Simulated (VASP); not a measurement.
## CuSiTe: single point with PBE

CuSiTe:

```
Si Cu Te
1.0
     3.62440    0.00000    0.00000
     0.00000    3.62440    0.00000
     0.00000    0.00000    9.39004
Si Cu Te
2 2 2
Direct
  0.00000 0.00000 0.00000
  0.50000 0.50000 0.00000
  0.00000 0.50000 0.23000
  0.50000 0.00000 0.77000
  0.00000 0.50000 0.64000
  0.50000 0.00000 0.36000
```

```
Program                 : VASP 6.6.1
Task                    : single point
Functional              : PBE
Potentials or basis     : VASP PAW PBE potentials, release 64 (Si, Cu, Te)
Cutoff                  : 520 eV
k mesh                  : 9 × 9 × 4
Occupations             : fermi-dirac, width 0.1 eV
Spin                    : no spin polarisation
Dipole correction       : no
k mesh for the DOS      : 14 × 14 × 6
Occupations for the DOS : tetrahedron
Further INCAR settings  : ALGO = Normal; EDIFF = 1e-06; NBANDS = 30
```

The valence electrons inside the program's atomic spheres are Si 1.55; Cu 9.81; Te 3.27.

Levels at points of the mesh, in eV from the Fermi level:
| k point | band 18 | band 19 | band 20 | band 21 | band 22 | band 23 | band 24 | band 25 |
| --- | --- | --- | --- | --- | --- | --- | --- | --- |
| (0.00, 0.00, 0.00) | -0.55 | -0.08 | -0.08 | 0.27 | 0.27 | 0.29 | 2.23 | 2.41 |
| (0.50, 0.00, 0.00) | -1.83 | -0.73 | -0.73 | 0.90 | 0.90 | 1.23 | 1.23 | 3.04 |
| (0.50, 0.50, 0.00) | -2.46 | -1.95 | -1.95 | -1.05 | -1.05 | 0.87 | 0.87 | 1.28 |
| (0.00, 0.00, 0.50) | -1.25 | -0.66 | -0.66 | -0.55 | 0.78 | 0.78 | 2.28 | 3.46 |
| (0.50, 0.00, 0.50) | -2.31 | 0.49 | 0.49 | 0.93 | 0.93 | 1.19 | 1.19 | 2.98 |
| (0.50, 0.50, 0.50) | -2.53 | -1.55 | -1.55 | -0.82 | -0.82 | 0.01 | 0.01 | 0.42 |

Wall time 15 min on 1 thread of Intel Xeon 8259CL, with other jobs on the host, peak memory 0.58 GiB.

Caveat: spin-orbit coupling is left out, which moves the levels of the heavy elements.
